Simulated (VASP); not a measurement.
Input of a VASP 6.6.1 run:

File POSCAR:

```
MgS
1.0
    4.0346220000      0.0000000000      0.0000000000
   -2.0173110000      3.4940851467      0.0000000000
    0.0000000000      0.0000000000      6.4322940000
Mg S
2 2
Direct
    0.6666666667      0.3333333333      0.4957550000
    0.3333333333      0.6666666667      0.9957550000
    0.3333333333      0.6666666667      0.3792440000
    0.6666666667      0.3333333333      0.8792440000
```

File INCAR.step1:

```
  PREC = Accurate
  ENCUT = 600
  ISMEAR = 1
  SIGMA = 0.01
  LREAL = F
  LASPH = T
  NELM = 60
  GGA = PE
  ALGO = Normal
  EDIFF = 1E-4
  LWAVE = T
  LCHARG = F
```

The input INCAR.step2:

```
  PREC = Accurate
  ENCUT = 600
  EDIFF = 1E-6
  ISMEAR = 1
  SIGMA = 0.01
  LREAL = F
  LASPH = T
  NELM = 60
  ALGO = Normal
  ISIF = 3
  LWAVE = F
  LCHARG = F
  METAGGA = R2SCAN
  LMIXTAU = T
  IBRION = 2
  NSW = 60
  EDIFFG = -0.01
  PSTRESS = 200.0
  ISTART = 1
```

The input KPOINTS:

```
Automatic mesh
0
Gamma
  6 6 4
```

Potentials or basis: VASP PAW PBE potentials, release 64 (Mg, S).

Launch:

```console
$ cat potpaw_PBE.64/Mg/POTCAR potpaw_PBE.64/S/POTCAR > POTCAR
$ cp INCAR.step1 INCAR
$ mpirun -np 1 vasp_std > vasp.out
$ cp INCAR.step2 INCAR
$ mpirun -np 1 vasp_std > vasp.out
```

Question: What does it give for the relaxed cell?

Answer: a = 4.015 Å, b = 4.015 Å, c = 4.912 Å, α = 90.00°, β = 90.00°, γ = 120.00°.

Question: Estimate the band gap on the k mesh.

Answer: 3.68 eV (least direct gap 4.00 eV).

Question: Predict the space group after relaxing (to 0.1 Å).

Answer: P6_3/mmc (No. 194).

Question: What does it give for the relaxed volume?

Answer: 17.15 Å³/atom.

The path:
```
step  energy change (eV)  largest force (eV/Å)  pressure (GPa)  volume (Å³)
   1              0.0000                0.0552           -0.25        90.68
   2              4.5442                0.1823           65.41        58.03
   3              0.8162                0.0047           18.70        73.68
   4              0.8873                0.0083           19.75        73.08
   5              0.9281                0.0103           20.35        72.76
   6              0.8796                0.1090           19.63        73.13
   7              0.8876                0.0924           19.77        73.07
   8              0.8901                0.0951           19.77        73.03
   9              0.8985                0.1116           19.83        72.92
  10              0.9168                0.1771           19.87        72.66
  11              0.9499                0.4215           19.66        72.03
  12              0.9821                1.1217           19.26        70.27
  13              4.6310                5.1629           48.28        64.64
  14              1.2530                2.0030           21.39        70.07
  15              1.6196                1.9218           25.58        67.69
  16              1.3759                2.2838           22.61        69.02
  17              1.4674                2.2289           23.76        68.38
  18              1.4951                2.1943           24.10        68.23
  19              1.4427                2.0732           23.67        68.32
  20              1.2991                1.7403           22.46        68.58
  21              1.0677                1.1870           20.38        69.10
  22              0.7792                0.4475           17.34        70.10
  23              0.7174                0.2766           16.54        70.46
  24              0.6966                0.2159           16.24        70.61
  25              0.7497                0.1980           17.20        70.08
  26              0.8693                0.1610           19.22        69.01
  27              1.1511                0.0785           23.69        66.88
  28              0.9312                0.1427           20.23        68.49
  29              0.9296                0.1273           20.21        68.50
  30              0.9257                0.0770           20.16        68.51
  31              0.9227                0.0310           20.10        68.53
  32              0.9232                0.0206           20.12        68.52
  33              0.9231                0.0158           20.12        68.52
  34              0.9149                0.0094           20.00        68.59
  35              0.9090                0.0048           19.90        68.63
  36              0.9142                0.0014           19.98        68.59
```

Caveat: the cell is relaxed towards a set pressure, so the run minimises the enthalpy, not the energy; the volume moved by over 15 % at a fixed basis, so the end points are rough; the PAW data sets were made with another functional, which shifts forces and pressure a little. A k mesh can miss the band edges.
